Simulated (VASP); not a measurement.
A run of VASP 6.6.1 is set up as follows.

The input INCAR:

```
SYSTEM = Hf
  ALGO = Normal
  EDIFF = 1E-7
  ENCUT = 520
  GGA = CA
  ISIF = 2
  ISMEAR = -1
  LASPH = .TRUE.
  LCHARG = .TRUE.
  LELF = .TRUE.
  LREAL = .FALSE.
  LVHAR = .TRUE.
  LWAVE = .FALSE.
  NBANDS = 11
  NELM = 60
  PREC = Accurate
  SIGMA = 0.1
```

File KPOINTS:

```
k-points
0
G
  15 15 15
  0 0 0
```

POSCAR

```
Hf
1.0
    2.2707458227      0.0000000000      0.0000000000
    0.0000000000      2.2707458227      0.0000000000
    0.0000000000      0.0000000000      2.2707458227
Hf
1
Direct
    0.0000000000      0.0000000000      0.0000000000
```

Potentials or basis: VASP PAW LDA potentials, release 64 (Hf_pv).

The run is started by

```sh
$ cat potpaw_LDA.64/Hf_pv/POTCAR > POTCAR
$ mpirun -np 1 vasp_std > vasp.out
```

Q: Predict the pressure.

A: 207.0 GPa.

Q: Estimate the band gap on the k mesh.

A: Zero (band 5 reaches 12.11 eV, above the bottom of band 6 at 4.92 eV).

Caveat: spin-orbit coupling is left out, which moves the levels of the heavy elements.
